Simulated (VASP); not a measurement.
Input of a VASP 6.6.1 run:

The input INCAR:

```
SYSTEM = LiCl
PREC = Accurate
ENCUT = 520
EDIFF = 1E-6
ISMEAR = 0
SIGMA = 0.1
LREAL = .FALSE.
LASPH = .TRUE.
NELM = 100
ALGO = Normal
ISIF = 2
LWAVE = .FALSE.
LCHARG = .TRUE.
GGA = PE
LELF = .TRUE.
LVHAR = .TRUE.
NBANDS = 12
```

File KPOINTS:

```
regular mesh
0
G
  2 2 2
  0 0 0
```

POSCAR

```
LiCl
1.0
    0.0000000000      2.4525727160      2.4525727160
    2.4525727160      0.0000000000      2.4525727160
    2.4525727160      2.4525727160      0.0000000000
Li Cl
1 1
Direct
    0.0000000000      0.0000000000      0.0000000000
    0.5000000000      0.5000000000      0.5000000000
```

Potentials or basis: VASP PAW PBE potentials, release 64 (Li_sv, Cl).

Run with:

```bash
$ cat potpaw_PBE.64/Li_sv/POTCAR potpaw_PBE.64/Cl/POTCAR > POTCAR
$ mpirun -np 1 vasp_std > vasp.out
```

Q: What does it give for the band gap on the k mesh?

A: 6.75 eV, indirect (least direct gap 7.08 eV).

Caveat: the k points lie up to 1.11 Å⁻¹ apart. A k mesh can miss the band edges.
